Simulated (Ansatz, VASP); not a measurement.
**One calculation of CO, two programs**

```
CELL_PARAMETERS angstrom
15.00000 0.00000 0.00000
0.00000 15.50000 0.00000
0.00000 0.00000 16.00000
ATOMIC_POSITIONS crystal
C 0.50180 0.49905 0.46517
O 0.49820 0.50095 0.53483
```

Alike in both runs: task relaxation of the atoms; functional PBE; dispersion D3(BJ); k mesh 1 × 1 × 1; occupations gaussian, width 0.005 eV; no spin polarisation.

```csv
,VASP,Ansatz
version,VASP 6.6.1,Ansatz 0.2.0
potentials or method,"VASP PAW PBE potentials, release 64 (C, O), cutoff 520 eV","scalar-relativistic, plane waves, PAW"
valence electrons in the cell,10,10
```

VASP gave:

| Quantity | Value |
| --- | --- |
| gap on the k mesh at the Fermi level, each at its own relaxed structure (eV) | 6.91 |

**Question.** Estimate Ansatz's values.

**Answer.** gap on the k mesh at the Fermi level, each at its own relaxed structure (eV): 6.97.

Noted on VASP's run: the standard files for N, O and F lose accuracy on very short bonds.
